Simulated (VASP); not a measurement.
The system is Ga3AsP2.

```
P Ga As
1.0
    -1.95202    5.85623    2.76077
     1.95202   -5.85623    2.76077
     1.95202    5.85623   -2.76077
P Ga As
2 3 1
Direct
  0.33291 0.00032 0.33259
  0.66773 0.00032 0.66741
  0.57338 0.74440 0.82898
  0.91542 0.74440 0.17102
  0.26134 0.76134 0.50000
  0.99922 0.99922 0.00000
```

Base run:

| Property | Result |
| --- | --- |
| Program | VASP 6.6.1 |
| Functional | PBE |
| Potentials or basis | VASP PAW PBE potentials, release 64 (P, Ga_d, As) |
| Cutoff | 520 eV |
| k mesh | 8 × 8 × 8 |
| Occupations | fermi-dirac, width 0.02 eV |
| Spin | no spin polarisation |

Its results: band gap on the k mesh 1.31 eV; pressure 2.6 GPa; largest force 0.073 eV/Å.

The run is repeated on the same cell with these changes: functional from PBE to r2SCAN; occupations from fermi-dirac, width 0.02 eV to gaussian, width 0.01 eV. What comes out?

Band gap on the k mesh 1.74 eV (least direct gap 1.82 eV); pressure 0.0 GPa; largest force 0.012 eV/Å.

Caveats: the PAW data sets were made with another functional, which shifts forces and pressure a little (at least some runs).

A k mesh can miss the band edges.
